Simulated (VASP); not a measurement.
## Al2Cu: single point with PBE

Crystal: Al2Cu.

```xyz
3
Lattice="4.1052 0.0000 0.0000 0.0000 4.1052 0.0000 0.0000 0.0000 2.8913" Properties=species:S:1:pos:R:3 pbc="T T T"
Al    2.0526    0.0000    1.4457
Al    0.0000    2.0526    1.4457
Cu    0.0000    0.0000    0.0000
```

```json
{"Program": "VASP 6.6.1", "Task": "single point", "Functional": "PBE", "Potentials or basis": "VASP PAW PBE potentials, release 64 (Al, Cu)", "Cutoff": "520 eV", "k mesh": "10 × 10 × 14", "Occupations": "gaussian, width 0.01 eV", "Spin": "no spin polarisation", "Dipole correction": "no", "Further INCAR settings": "ALGO = Fast; EDIFF = 1e-06; NBANDS = 16"}
```

```json
{
  "Pressure": "0.8 GPa"
}
```

Stress tensor (GPa, compression positive):
```
0.97 0.00 0.00
0.00 0.97 0.00
0.00 0.00 0.53
```

Levels at points of the mesh, in eV from the Fermi level:
```tsv
k point	band 5	band 6	band 7	band 8	band 9	band 10	band 11	band 12	band 13	band 14
(0.00, 0.00, 0.00)	-3.99	-3.99	-2.32	-2.32	-0.06	0.96	6.00	6.21	6.21	7.08
(0.50, 0.00, 0.00)	-4.24	-4.02	-3.98	-1.00	1.59	1.79	1.96	7.40	8.43	9.23
(0.50, 0.50, 0.00)	-4.29	-4.13	-4.01	-4.01	-2.38	8.57	8.57	9.35	9.91	10.13
(0.00, 0.00, 0.50)	-4.70	-4.00	-2.96	2.54	2.54	2.54	2.82	2.82	3.18	3.64
(0.50, 0.00, 0.50)	-4.08	-4.06	-3.00	-2.43	-1.68	3.68	4.06	4.38	4.98	6.04
(0.50, 0.50, 0.50)	-3.84	-3.42	-2.21	-2.21	-0.87	-0.80	-0.06	-0.06	2.47	11.63
```

It took 110 s on 1 thread of Intel(R) Xeon(R) Platinum 8259CL CPU @ 2.50GHz (Skylake/Cascade Lake), on a shared host, peak memory 0.25 GiB.
